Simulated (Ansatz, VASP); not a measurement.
# Mg8S7: VASP beside Ansatz

```
Mg S
1.0
     0.00000    5.69721   -5.69721
    -5.69721    0.00000   -5.69721
    -5.69721    5.69721    0.00000
Mg S
8 7
Direct
  0.02086 0.49053 0.02377
  0.46484 0.49053 0.02377
  0.99234 0.00766 0.00766
  0.51211 0.98789 0.98789
  0.95015 0.54985 0.54985
  0.53910 0.46090 0.46090
  0.02086 0.02377 0.49053
  0.46484 0.02377 0.49053
  0.15965 0.34035 0.34035
  0.85091 0.91353 0.38465
  0.39621 0.84286 0.36472
  0.85091 0.38465 0.91353
  0.39621 0.36472 0.84286
  0.88952 0.87199 0.87199
  0.36650 0.87199 0.87199
```

Change from the starting cell: atom 9 (S) set half-way to the vacancy, atoms relaxed in the symmetry of that start.

Alike in both runs: functional PBE; k mesh 4 × 4 × 4; occupations gaussian, width 0.05 eV; no spin polarisation.

Ansatz relaxed the structure, and its values are those at the end. VASP's run is a single point on that final structure, the one shown.

|  | VASP | Ansatz |
| --- | --- | --- |
| version | VASP 6.6.1 | Ansatz 0.2.0 |
| potentials or method | VASP PAW PBE potentials, release 64 (Mg, S), cutoff 520 eV | scalar-relativistic, plane waves, PAW |
| valence electrons in the cell | 58 | 122 |

```csv
,VASP,Ansatz,Ansatz less VASP
gap on the k mesh at the Fermi level (eV),none,none,-
pressure (GPa),-1.9,-1.7,+0.14
```

A gap of «none» marks a metal or a gap that the smearing closes. The functional is the same, so the differences come from potentials, cutoffs and numerics. VASP's potentials hold 58 valence electrons a cell and Ansatz's 122, so a difference there can come from the potentials and not from the codes. Ansatz's warnings: stress scf threshold loose.
